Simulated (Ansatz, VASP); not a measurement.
# Sn in VASP and in Ansatz

POSCAR

```
Sn
1.0
    0.0000000000      3.3370730904      3.0701072432
    3.3370730904      0.0000000000      3.0701072432
    3.3370730904      3.3370730904      0.0000000000
Sn
2
Direct
    0.5000000000      0.5000000000      0.5000000000
    0.7500000000      0.7500000000      0.7500000000
```

INCAR.step1

```
ALGO = Normal
EDIFF = 1E-4
ENCUT = 520
GGA = PE
ISMEAR = 0
LASPH = True
LCHARG = False
LREAL = False
LWAVE = True
NBANDS = 21
NELM = 100
PREC = Accurate
SIGMA = 0.15
```

File INCAR.step2:

```
ALGO = Normal
EDIFF = 1E-6
ENCUT = 520
ISIF = 2
ISMEAR = 0
ISTART = 1
LASPH = True
LCHARG = False
LMIXTAU = True
LREAL = False
LWAVE = False
METAGGA = R2SCAN
NBANDS = 21
NELM = 100
PREC = Accurate
SIGMA = 0.15
```

Contents of KPOINTS:

```
k-points
0
Gamma
  14 14 14
```

Input for Ansatz:

```yaml
crystal:
  lattice:
    - [0.0, 3.3370730904, 3.0701072432]
    - [3.3370730904, 0.0, 3.0701072432]
    - [3.3370730904, 3.3370730904, 0.0]
  atoms:
    - { symbol: Sn, position: [0.5, 0.5, 0.5] }
    - { symbol: Sn, position: [0.75, 0.75, 0.75] }
basis:
  ecutwfc: 500
kpoints:
  mp_grid: { grid: [14, 14, 14] }
hamiltonian:
  xc: r2scan
scf:
  occupations: { method: gaussian, width: 0.15 }
output:
  forces: true
  stress: true
  eigenvalues: true
```

Alike in both runs: task single point; functional r2SCAN; k mesh 14 × 14 × 14; occupations gaussian, width 0.15 eV; no spin polarisation.

```csv
,VASP,Ansatz
version,VASP 6.6.1,Ansatz 0.2.0
potentials or method,"VASP PAW PBE potentials, release 64 (Sn_d), cutoff 520 eV","scalar-relativistic, plane waves, PAW"
valence electrons in the cell,28,28
```

|  | VASP | Ansatz | Ansatz less VASP |
| --- | --- | --- | --- |
| gap on the k mesh at the Fermi level (eV) | none | none | - |
| pressure (GPa) | 1.5 | 1.5 | +0.04 |
| traceless stress, the component that is largest in VASP (GPa) | 1.68 | 1.68 | +0.005 |

VASP's potentials were made for PBE, not for r2SCAN. A gap of «none» marks a metal or a gap that the smearing closes. The functional is the same, so the differences come from potentials, cutoffs and numerics.
